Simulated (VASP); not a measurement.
# NbP (I4_1md) in VASP: notebook, part 2 of 2

VASP 6.6.1. Earlier steps stand in the parts before.

### 3 Electric field gradients, LDA

Input file INCAR:

```
SYSTEM = NbP
PREC = Accurate
ENCUT = 520
EDIFF = 1E-8
ISMEAR = -1
SIGMA = 0.03
LREAL = .FALSE.
LASPH = .TRUE.
NELM = 100
ALGO = Normal
ISIF = 2
LWAVE = .FALSE.
LCHARG = .FALSE.
GGA = CA
LEFG = .TRUE.
NBANDS = 26
```

Input file KPOINTS:

```
Automatic mesh
0
G
  14 14 14
  0 0 0
```

Input file POSCAR:

```
NbP
1.0
   -1.6749232544      1.6749232544      5.7401081759
    1.6749232544     -1.6749232544      5.7401081759
    1.6749232544      1.6749232544     -5.7401081759
Nb P
2 2
Direct
    0.4998808000      0.4998808000      0.0000000000
    0.2498808000      0.7498808000      0.5000000000
    0.0827477700      0.0827477700      0.0000000000
    0.8327477700      0.3327477700      0.5000000000
```

Potentials or basis: VASP PAW LDA potentials, release 64 (Nb_sv, P).

The run is started by

```sh
$ cat potpaw_LDA.64/Nb_sv/POTCAR potpaw_LDA.64/P/POTCAR > POTCAR
$ mpirun -np 1 vasp_std > vasp.out
```

OUTCAR:

```text
SYSTEM = NbP
   PREC = Accurate
   ENCUT = 520
   EDIFF = 1E-8
   ISMEAR = -1
   LREAL = .FALSE.
   LASPH = .TRUE.
   NELM = 100
   ISIF = 2
   GGA = CA

 ion  position               nearest neighbor table
   1  0.500  0.500  0.000-   4 2.55   4 2.55   3 2.55   3 2.55   3 2.55   3 2.55
   2  0.250  0.750  0.500-   3 2.55   3 2.55   4 2.55   4 2.55   4 2.55   4 2.55
   3  0.083  0.083  0.000-   2 2.55   2 2.55   1 2.55   1 2.55   1 2.55   1 2.55
   4  0.833  0.333  0.500-   1 2.55   1 2.55   2 2.55   2 2.55   2 2.55   2 2.55

  LATTYP: Found a body centered tetragonal cell.
 ALAT       =     3.3498465088
 C/A-ratio  =     3.4270872775

  Lattice vectors:
[... 926 lines left out ...]
 ion       V_xx      V_yy      V_zz      V_xy      V_xz      V_yz
---------------------------------------------------------------------
   1     -19.223     9.003    10.220    -0.001    -0.000    -0.000
   2       9.003   -19.223    10.220    -0.001    -0.000    -0.000
   3     -10.117    -2.503    12.620     0.000     0.000     0.000
   4      -2.503   -10.117    12.620     0.000     0.000     0.000
---------------------------------------------------------------------

 Electric field gradients after diagonalization (V/A^2)
 (convention: |V_zz| > |V_xx| > |V_yy|)
----------------------------------------------------------------------
 ion       V_xx      V_yy      V_zz     asymmetry (V_yy - V_xx)/ V_zz
----------------------------------------------------------------------
   1      10.220     9.003   -19.223       0.063
   2      10.220     9.003   -19.223       0.063
   3     -10.117    -2.503    12.620       0.603
   4     -10.117    -2.503    12.620       0.603
----------------------------------------------------------------------

           NMR quadrupolar parameters

 Cq : quadrupolar parameter    Cq=e*Q*V_zz/h
 eta: asymmetry parameters     (V_yy - V_xx)/ V_zz
 Q  : nuclear electric quadrupole moment in mb (millibarn)
----------------------------------------------------------------------
 ion       Cq(MHz)       eta       Q (mb)
----------------------------------------------------------------------
   1      -0.046       0.063       1.000
   2      -0.046       0.063       1.000
   3       0.031       0.603       1.000
   4       0.031       0.603       1.000
----------------------------------------------------------------------
```

OSZICAR:

```text
N       E                     dE             d eps       ncg     rms          rms(c)
DAV:   1     0.367045505000E+03    0.36705E+03   -0.18724E+04 12720   0.138E+03
DAV:   2    -0.968646676516E+01   -0.37673E+03   -0.36544E+03 15936   0.549E+02
DAV:   3    -0.395462018824E+02   -0.29860E+02   -0.29411E+02 23856   0.118E+02
DAV:   4    -0.412379097684E+02   -0.16917E+01   -0.16828E+01 20088   0.215E+01
DAV:   5    -0.413316280730E+02   -0.93718E-01   -0.93643E-01 22736   0.551E+00    0.128E+01
DAV:   6    -0.389676322508E+02    0.23640E+01   -0.82634E+00 20144   0.209E+01    0.476E+00
DAV:   7    -0.389533384539E+02    0.14294E-01   -0.64083E-01 20760   0.473E+00    0.300E+00
DAV:   8    -0.389398913316E+02    0.13447E-01   -0.91882E-02 19564   0.177E+00    0.473E-01
DAV:   9    -0.389397405142E+02    0.15082E-03   -0.78783E-03 21846   0.563E-01    0.292E-01
DAV:  10    -0.389398197831E+02   -0.79269E-04   -0.18445E-03 17328   0.390E-01    0.554E-02
DAV:  11    -0.389398076073E+02    0.12176E-04   -0.13180E-04 20276   0.106E-01    0.175E-02
DAV:  12    -0.389398067470E+02    0.86032E-06   -0.67628E-06 20172   0.272E-02    0.711E-03
DAV:  13    -0.389398067691E+02   -0.22078E-07   -0.30404E-07 20934   0.450E-03    0.346E-03
DAV:  14    -0.389398067594E+02    0.96679E-08   -0.27712E-08 15764   0.134E-03
   1 F= -.38939807E+02 E0= -.38939062E+02  d E =-.148865E-02
```

stdout:

```text
POSCAR found type information on POSCAR NbP
 POSCAR found :  2 types and       4 ions
 scaLAPACK will be used
 LDA part: xc-table for (Slater(with rela. corr.)+CA(PZ))
 , standard interpolation
 POSCAR, INCAR and KPOINTS ok, starting setup
 FFT: planning ... GRIDC
 FFT: planning ... GRID_SOFT
 FFT: planning ... GRID
 WAVECAR not read
 entering main loop
ion   1

ion   2

ion   3

ion   4
```

It took 33 min on 1 thread of Intel Xeon 8259CL, shared host; peak memory 0.5 GiB.

What came out:

```yaml
Free_energy: -38.9398 eV
Pressure: -9.5 GPa
Largest_force: 0.013 eV/Å
Band_gap_on_the_k_mesh: zero (bands 18 and 19 overlap by 0.16 eV)
Largest_electric_field_gradient_by_atom: Nb -19.2; P +12.6 V/Å²
```

Forces in eV/Å, atoms in the order of the input:
```
Nb   0.000  0.000  0.013
Nb   0.000  0.000  0.013
P    0.000  0.000 -0.013
P    0.000  0.000 -0.013
```

Stress tensor (GPa, compression positive):
```
-9.58  0.00  0.00
 0.00 -9.58  0.00
 0.00  0.00 -9.31
```

Electric field gradients, principal values (V/Å²):
```
atom   least   middle  greatest (by size)
1 Nb   9.003   10.220             -19.223
2 Nb   9.003   10.220             -19.223
 3 P  -2.503  -10.117              12.620
 4 P  -2.503  -10.117              12.620
```

Caveat: the cell stands under tension; without QUAD_EFG the Cq values of the log hold for a quadrupole moment of 1 mb, not for the nuclei.
